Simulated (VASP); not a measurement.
# ZrRh3 (Pm-3m) in VASP: notebook

Runs on ZrRh3. Level: LDA. Tasks: single point, relaxation of cell and atoms.

Everything below comes from runs of VASP 6.6.1. Logs are shortened: lines on timing, memory, paths and dates and some standing lists are left out, and cuts for length are marked.

## Step 1: The cell of the first run

Symmetry: Pm-3m, No. 221, cubic system. Conventional cell: a = 3.879 Å, b = 3.879 Å, c = 3.879 Å, α = 90.00°, β = 90.00°, γ = 90.00°. Within 3.6 Å of Zr (site symmetry m-3m) lie 12 Rh at 2.74 Å. Rh (site symmetry 4/mmm) has 4 Zr at 2.74 Å and 8 Rh at 2.74 Å within 3.6 Å.

## Step 2: Single point, LDA

File INCAR:

```
SYSTEM = ZrRh3
PREC = Accurate
ENCUT = 520
EDIFF = 1E-6
ISMEAR = -1
SIGMA = 0.15
LREAL = .FALSE.
LASPH = .TRUE.
NELM = 80
ALGO = Fast
ISIF = 2
LWAVE = .FALSE.
LCHARG = .FALSE.
GGA = CA
NBANDS = 36
```

File KPOINTS:

```
Automatic mesh
0
G
  12 12 12
  0 0 0
```

File POSCAR:

```
ZrRh3
1.0
    3.8787116217      0.0000000000      0.0000000000
    0.0000000000      3.8787116217      0.0000000000
    0.0000000000      0.0000000000      3.8787116217
Zr Rh
1 3
Direct
    0.0000000000      0.0000000000      0.0000000000
    0.0000000000      0.5000000000      0.5000000000
    0.5000000000      0.0000000000      0.5000000000
    0.5000000000      0.5000000000      0.0000000000
```

Potentials or basis: VASP PAW LDA potentials, release 64 (Zr_sv, Rh_pv).

The run is started by

```console
cat potpaw_LDA.64/Zr_sv/POTCAR potpaw_LDA.64/Rh_pv/POTCAR > POTCAR
mpirun -np 1 vasp_std > vasp.out
```

OUTCAR:

```text
SYSTEM = ZrRh3
   PREC = Accurate
   ENCUT = 520
   EDIFF = 1E-6
   ISMEAR = -1
   LREAL = .FALSE.
   LASPH = .TRUE.
   NELM = 80
   ISIF = 2
   GGA = CA

 ion  position               nearest neighbor table
   1  0.000  0.000  0.000-   2 2.74   3 2.74   4 2.74   2 2.74   3 2.74   2 2.74   4 2.74   2 2.74
                             3 2.74   4 2.74   3 2.74   4 2.74
   2  0.000  0.500  0.500-   1 2.74   3 2.74   4 2.74   1 2.74   4 2.74   1 2.74   3 2.74   1 2.74
                             3 2.74   4 2.74   4 2.74   3 2.74
   3  0.500  0.000  0.500-   1 2.74   2 2.74   4 2.74   1 2.74   4 2.74   2 2.74   4 2.74   4 2.74
                             1 2.74   2 2.74   1 2.74   2 2.74
   4  0.500  0.500  0.000-   1 2.74   2 2.74   3 2.74   2 2.74   3 2.74   1 2.74   3 2.74   3 2.74
                             1 2.74   2 2.74   2 2.74   1 2.74

  LATTYP: Found a simple cubic cell.
 ALAT       =     3.8787116217

  Lattice vectors:

 A1 = (   3.8787116217,   0.0000000000,   0.0000000000)
 A2 = (   0.0000000000,   3.8787116217,   0.0000000000)
 A3 = (   0.0000000000,   0.0000000000,   3.8787116217)

Analysis of symmetry for initial positions (statically):
=====================================================================
 Subroutine PRICEL returns:
 Original cell was already a primitive cell.

 Routine SETGRP: Setting up the symmetry group for a
 simple cubic supercell.

 Subroutine GETGRP returns: Found 48 space group operations
 (whereof 48 operations were pure point group operations)
 out of a pool of 48 trial point group operations.

The static configuration has the point symmetry O_h .

Analysis of symmetry for dynamics (positions and initial velocities):
=====================================================================
 Subroutine PRICEL returns:
 Original cell was already a primitive cell.

 Routine SETGRP: Setting up the symmetry group for a
 simple cubic supercell.

 Subroutine GETGRP returns: Found 48 space group operations
 (whereof 48 operations were pure point group operations)
 out of a pool of 48 trial point group operations.

The dynamic configuration has the point symmetry O_h .

 Subroutine INISYM returns: Found 48 space group operations
 (whereof 48 operations are pure point group operations),
 and found     1 'primitive' translations

----------------------------------------------------------------------------------------

                                     Primitive cell

  volume of cell :      58.3529

  direct lattice vectors                    reciprocal lattice vectors
     3.878711622  0.000000000  0.000000000     0.257817569  0.000000000  0.000000000
     0.000000000  3.878711622  0.000000000     0.000000000  0.257817569  0.000000000
     0.000000000  0.000000000  3.878711622     0.000000000  0.000000000  0.257817569

  length of vectors
     3.878711622  3.878711622  3.878711622     0.257817569  0.257817569  0.257817569

  position of ions in fractional coordinates (direct lattice)
     0.000000000  0.000000000  0.000000000
     0.000000000  0.500000000  0.500000000
     0.500000000  0.000000000  0.500000000
     0.500000000  0.500000000  0.000000000

  ion indices of the primitive-cell ions
   primitive index   ion index
                 1           1
                 2           2
                 3           3
                 4           4

----------------------------------------------------------------------------------------

 KPOINTS: Automatic mesh

Automatic generation of k-mesh.
 Grid dimensions read from file:
 generate k-points for:   12   12   12

 Generating k-lattice:

  Cartesian coordinates                     Fractional coordinates (reciprocal lattice)
     0.021484797  0.000000000  0.000000000     0.083333333  0.000000000  0.000000000
     0.000000000  0.021484797  0.000000000     0.000000000  0.083333333  0.000000000
     0.000000000  0.000000000  0.021484797     0.000000000  0.000000000  0.083333333

  Length of vectors
     0.021484797  0.021484797  0.021484797

  Shift w.r.t. Gamma in fractional coordinates (k-lattice)
     0.000000000  0.000000000  0.000000000

 Subroutine IBZKPT returns following result:
 ===========================================

 Found     84 irreducible k-points:

 Following reciprocal coordinates:
            Coordinates               Weight
  0.000000  0.000000  0.000000      1.000000
  0.083333  0.000000  0.000000      6.000000
  0.166667  0.000000  0.000000      6.000000
  0.250000  0.000000  0.000000      6.000000
  0.333333  0.000000  0.000000      6.000000
  0.416667  0.000000  0.000000      6.000000
[... 16 lines left out ...]
  0.333333  0.333333  0.000000     12.000000
  0.416667  0.333333  0.000000     24.000000
 [... further k-points ...]
   k-points           NKPTS =     84   k-points in BZ     NKDIM =     84   number of bands    NBANDS=     36
   number of dos      NEDOS =    301   number of ions     NIONS =      4
   total plane-waves  NPLWV =  27000
   dimension x,y,z NGX =    30 NGY =   30 NGZ =   30
   dimension x,y,z NGXF=    60 NGYF=   60 NGZF=   60
   ions per type =               1   3
   NGX,Y,Z   is equivalent  to a cutoff of  12.86, 12.86, 12.86 a.u.
   NGXF,Y,Z  is equivalent  to a cutoff of  25.72, 25.72, 25.72 a.u.
 SYSTEM =  ZrRh3
   PREC   = accura    normal or accurate (medium, high low for compatibility)
   ISTART =      0    job   : 0-new  1-cont  2-samecut
   ICHARG =      2    charge: 1-file 2-atom 10-const
   ISPIN  =      1    spin polarized calculation?
   LNONCOLLINEAR =      F non collinear calculations
   LSORBIT =      F    spin-orbit coupling
   LASPH  =      T    aspherical Exc in radial PAW
   ENCUT  =  520.0 eV  38.22 Ry    6.18 a.u.   7.21  7.21  7.21*2*pi/ulx,y,z
   NELM   =     80;   NELMIN=  2; NELMDL= -5     # of ELM steps
   EDIFF  = 0.1E-05   stopping-criterion for ELM
   LREAL  =      F    real-space projection
   EDIFFG = 0.1E-04   stopping-criterion for IOM
   NSW    =      0    number of steps for IOM
   IBRION =     -1    ionic relax: 0-MD 1-quasi-New 2-CG
   NFREE  =      0    steps in history (QN), initial steepest desc. (CG)
   ISIF   =      2    stress and relaxation
   ISYM   =      2    0-nonsym 1-usesym 2-fastsym
   POTIM  = 0.5000    time-step for ionic-motion
   TEBEG  =    0.0;   TEEND  =   0.0 temperature during run
   PSTRESS=    0.0 pullay stress
   NELECT =      57.0000    total number of electrons
   NUPDOWN=      -1.0000    fix difference up-down
   EMIN   =  10.00;   EMAX   =-10.00  energy-range for DOS
   EFERMI =   0.00;   METHOD = LEGACY
   ISMEAR =    -1;   SIGMA  =   0.15  broadening in eV -4-tet -1-fermi 0-gaus
   EFERMI_NEDOS =   21; number of points for ismear=-14 and -15
   IALGO  =     68    algorithm
   IMIX   =      4    mixing-type and parameters
     AMIX     =   0.40;   BMIX     =  1.00
     AMIX_MAG =   1.60;   BMIX_MAG =  1.00
  volume/ion in A,a.u.               =      14.59        98.45
  Fermi-wavevector in a.u.,A,eV,Ry     =   1.624348  3.069572 35.899039  2.638505
  Thomas-Fermi vector in A             =   2.717649
   LORBIT       =      0    0 simple, 1 ext, 2 COOP (PROOUT), +10 PAW based schemes
   GGA     = CA    functional components
   LHFCALC =     F    Hartree Fock is set to
   AEXX    =    0.0000 exact exchange contribution
   IVDW    =     0    specifies the selected vdW correction
   LEPSILON=     F    determine dielectric tensor
   LRPA    =     F    only Hartree local field effects (RPA)
 non-spin polarized calculation
 RMM-DIIS sequential band-by-band and
  energy-cutoff  :      520.00
  volume of cell :       58.35
 maximum number of plane-waves:      1596
 NGX is ok and might be reduce to    30
   NGX = 15   NGY = 15   NGZ = 15

 number of electron      57.0000036 magnetization

 Free energy of the ion-electron system (eV)
  ---------------------------------------------------
  ext. energy  EPLUGINS =         0.00000000
  ---------------------------------------------------
  free energy    TOTEN  =       -38.31236012 eV

  energy without entropy =      -38.05925509  energy(sigma->0) =      -38.18580761

 E-fermi :  11.6962     XC(G=0): -13.8807

 val. band max:       11.6947848160   @ k =   0.2500   0.2500   0.2500
 cond. band min:      11.7186618547   @ k =   0.3333   0.0000   0.0000
 fundamental gap:      0.0238770386
 Fermi energy:        11.6961695076

 k-point     1 :       0.0000    0.0000    0.0000
  band No.  band energies     occupation
      1     -36.3359      2.00000
      2     -34.5147      2.00000
      3     -34.5147      2.00000
      4     -34.5147      2.00000
      5     -34.2772      2.00000
      6     -34.2772      2.00000
[... 28 lines left out ...]
     35      17.2451      0.00000
     36      17.2451      0.00000

 k-point     2 :       0.0833    0.0000    0.0000
  band No.  band energies     occupation
      1     -36.3382      2.00000
      2     -34.5106      2.00000
      3     -34.5106      2.00000
      4     -34.5061      2.00000
      5     -34.2784      2.00000
      6     -34.2784      2.00000
[... 28 lines left out ...]
     35      17.2296      0.00000
     36      17.5174      0.00000

 k-point     3 :       0.1667    0.0000    0.0000
  band No.  band energies     occupation
      1     -36.3446      2.00000
      2     -34.4986      2.00000
      3     -34.4986      2.00000
      4     -34.4812      2.00000
      5     -34.2823      2.00000
      6     -34.2823      2.00000
[... 28 lines left out ...]
     35      17.1854      0.00000
     36      18.2444      0.00000
[... 742 lines left out ...]
 k-point    23 :       0.3333    0.3333    0.0000
  band No.  band energies     occupation
      1     -36.3674      2.00000
      2     -34.4572      2.00000
      3     -34.3974      2.00000
      4     -34.3956      2.00000
      5     -34.3492      2.00000
      6     -34.3036      2.00000
[... 28 lines left out ...]
     35      15.9526      0.00000
     36      18.4412      0.00000

 k-point    24 :       0.4167    0.3333    0.0000
  band No.  band energies     occupation
      1     -36.3688      2.00000
      2     -34.4481      2.00000
      3     -34.4164      2.00000
      4     -34.3739      2.00000
      5     -34.3319      2.00000
      6     -34.3088      2.00000
[... 28 lines left out ...]
     35      15.5742      0.00000
     36      18.5976      0.00000

 [... further k-points ...]

------------------------ aborting loop because EDIFF is reached ----------------------------------------

  FORCE on cell =-STRESS in cart. coord.  units (eV):
  Direction    XX          YY          ZZ          XY          YZ          ZX
  --------------------------------------------------------------------------------------
  -------------------------------------------------------------------------------------
  Total        0.2638967      0.2638967      0.2638967      0.0000000      0.0000000      0.0000000
  in kB        7.2457274      7.2457274      7.2457274      0.0000000      0.0000000      0.0000000
  external PRESSURE =       7.2457274 kB  Pullay stress =       0.0000000 kB

 VOLUME and BASIS-vectors are now :
 -----------------------------------------------------------------------------
  energy-cutoff  :      520.00
  volume of cell :       58.35
      direct lattice vectors                 reciprocal lattice vectors
     3.878711622  0.000000000  0.000000000     0.257817569  0.000000000  0.000000000
     0.000000000  3.878711622  0.000000000     0.000000000  0.257817569  0.000000000
     0.000000000  0.000000000  3.878711622     0.000000000  0.000000000  0.257817569

 POSITION                                       TOTAL-FORCE (eV/Angst)
 -----------------------------------------------------------------------------------
      0.00000      0.00000      0.00000         0.000000      0.000000      0.000000
      0.00000      1.93936      1.93936         0.000000      0.000000      0.000000
      1.93936      0.00000      1.93936         0.000000      0.000000      0.000000
      1.93936      1.93936      0.00000         0.000000      0.000000      0.000000
 -----------------------------------------------------------------------------------
    total drift:                                0.000000      0.000000     -0.000000

  FREE ENERGIE OF THE ION-ELECTRON SYSTEM (eV)
  ---------------------------------------------------
  free  energy   TOTEN  =       -38.3123601185 eV

  energy  without entropy=      -38.0592550944  energy(sigma->0) =      -38.18580761
```

Wall time 3.1 min (1 thread of Oxide Virtual Turin-like, shared host); peak memory 0.22 GiB.

What came out:

* Free energy: -38.3124 eV
* Pressure: 0.7 GPa
* Band gap on the k mesh: zero (an odd number of electrons rules out a gap without spin polarisation)

## Step 3: Single point, LDA (14.88 Å³/atom)

This run uses another cell than the first one, of 14.88 Å³/atom.

File INCAR:

```
  ALGO = Fast
  EDIFF = 1E-6
  ENCUT = 520
  ISIF = 2
  ISMEAR = -1
  LASPH = T
  LCHARG = F
  LREAL = F
  LWAVE = F
  NBANDS = 36
  NELM = 100
  PREC = Accurate
  SIGMA = 0.15
```

File KPOINTS:

```
k-points
0
Gamma
  12 12 12
```

File POSCAR:

```
ZrRh3
1.0
    3.9043992023      0.0000000000      0.0000000000
    0.0000000000      3.9043992023      0.0000000000
    0.0000000000      0.0000000000      3.9043992023
Zr Rh
1 3
Direct
    0.0000000000      0.0000000000      0.0000000000
    0.0000000000      0.5000000000      0.5000000000
    0.5000000000      0.0000000000      0.5000000000
    0.5000000000      0.5000000000      0.0000000000
```

Potentials or basis: VASP PAW LDA potentials, release 64 (Zr_sv, Rh_pv).

The run is started by

```console
cat potpaw_LDA.64/Zr_sv/POTCAR potpaw_LDA.64/Rh_pv/POTCAR > POTCAR
mpirun -np 1 vasp_std > vasp.out
```

Run time: 2.8 min. Hardware: 1 thread of Oxide Virtual Turin-like, shared host; peak memory 0.22 GiB.

Results (log left out):

```
Free energy            : -38.3007 eV
Pressure               : -4.1 GPa
Band gap on the k mesh : zero (an odd number of electrons rules out a gap without spin polarisation)
```

Levels at points of the mesh, in eV from the Fermi level:
| k point | band 27 | band 28 | band 29 | band 30 | band 31 | band 32 |
| --- | --- | --- | --- | --- | --- | --- |
| (0.00, 0.00, 0.00) | 1.10 | 1.10 | 1.10 | 3.85 | 3.85 | 3.85 |
| (0.50, 0.00, 0.00) | -1.14 | -1.07 | -0.03 | 1.10 | 1.62 | 1.62 |
| (0.50, 0.50, 0.00) | -1.48 | -1.40 | -0.96 | -0.79 | 2.31 | 2.31 |
| (0.50, 0.50, 0.50) | 0.69 | 0.69 | 0.81 | 1.77 | 1.77 | 1.77 |

Caveat: the cell stands under tension.

[end of part 1 of 2]

The gap in the log of VASP goes by the Fermi energy; the results here count the filled bands.